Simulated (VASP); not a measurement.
Write the native input for VASP 6.6.1 that does the following.

```
Task                   : single point
Functional             : LDA
Potentials or basis    : VASP PAW LDA potentials, release 64 (Au, Pb_d, Mo_sv)
Cutoff                 : 520 eV
k mesh                 : 3 × 3 × 5
Occupations            : fermi-dirac, width 0.1 eV
Spin                   : no spin polarisation
Dipole correction      : no
Further INCAR settings : ALGO = Normal; EDIFF = 1e-07; NBANDS = 75
```

The structure of Mo2PbAu2 lies in POSCAR:

```
Mo2PbAu2
1.0
    7.3262545100      0.0000000000      0.0000000000
    0.0000000000      7.3262545100      0.0000000000
    0.0000000000      0.0000000000      3.6245666400
Au Pb Mo
4 2 4
Direct
    0.3767000000      0.8767000000      0.0000000000
    0.1233000000      0.3767000000      0.0000000000
    0.6233000000      0.1233000000      0.0000000000
    0.8767000000      0.6233000000      0.0000000000
    0.0000000000      0.0000000000      0.0000000000
    0.5000000000      0.5000000000      0.0000000000
    0.1778000000      0.6778000000      0.5000000000
    0.3222000000      0.1778000000      0.5000000000
    0.8222000000      0.3222000000      0.5000000000
    0.6778000000      0.8222000000      0.5000000000
```

One way to write it, as run:

INCAR

```
SYSTEM = Mo2PbAu2
PREC     = Accurate       ! precision mode
ENCUT    = 520            ! plane-wave cutoff, eV
EDIFF    = 1E-7           ! SCF threshold, eV
ISMEAR   = -1             ! smearing method
SIGMA    = 0.1            ! smearing width, eV
LREAL    = .FALSE.        ! projectors in reciprocal space
LASPH    = .TRUE.         ! aspherical terms in the spheres
NELM     = 100            ! most SCF steps
ALGO     = Normal         ! electronic algorithm
ISIF     = 2              ! what is computed and relaxed
LWAVE    = .FALSE.        ! write WAVECAR
LCHARG   = .FALSE.        ! write CHGCAR
GGA      = CA             ! functional
NBANDS   = 75             ! bands
```

KPOINTS

```
regular mesh
0
G
  3 3 5
  0 0 0
```

Potentials or basis: VASP PAW LDA potentials, release 64 (Au, Pb_d, Mo_sv).

Run with:

```sh
$ cat potpaw_LDA.64/Au/POTCAR potpaw_LDA.64/Pb_d/POTCAR potpaw_LDA.64/Mo_sv/POTCAR > POTCAR
$ mpirun -np 1 vasp_std > vasp.out
```

It gave:

```yaml
Pressure: -9.9 GPa
Largest_force: 1.034 eV/Å
Band_gap_on_the_k_mesh: zero (bands 64 and 65 overlap by 0.22 eV)
```

Caveat: the cell stands under tension; spin-orbit coupling is left out, which moves the levels of the heavy elements; forces of over 1 eV/Å act on the atoms, so gaps and moduli don't describe the material at rest.

It took 2.9 min on 1 thread of Intel(R) Xeon(R) Platinum 8375C CPU @ 2.90GHz (Ice Lake), on a shared host, peak memory 0.28 GiB.
